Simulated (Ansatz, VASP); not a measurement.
# AlNi: VASP beside Ansatz

```
CELL_PARAMETERS angstrom
2.02239 -2.02217 0.00000
2.02239 2.02217 0.00000
0.00000 0.00000 2.87002
ATOMIC_POSITIONS crystal
Al 0.00000 0.00000 0.00000
Ni 0.50000 0.50000 0.50000
```

Alike in both runs: task single point; functional r2SCAN; k mesh 16 × 16 × 14; occupations gaussian, width 0.1 eV; no spin polarisation.

```csv
,VASP,Ansatz
version,VASP 6.6.1,Ansatz 0.2.0
potentials or method,"VASP PAW PBE potentials, release 64 (Al, Ni), cutoff 520 eV","scalar-relativistic, plane waves, PAW"
valence electrons in the cell,13,21
```

VASP gave:

- gap on the k mesh at the Fermi level (eV): none
- pressure (GPa): -0.3

Question: What did Ansatz give for the same quantities?

Answer: gap on the k mesh at the Fermi level (eV): none; pressure (GPa): 0.0.

VASP's potentials were made for PBE, not for r2SCAN. A gap of «none» marks a metal or a gap that the smearing closes. The functional is the same, so the differences come from potentials, cutoffs and numerics. VASP's potentials hold 13 valence electrons a cell and Ansatz's 21, so a difference there can come from the potentials and not from the codes.
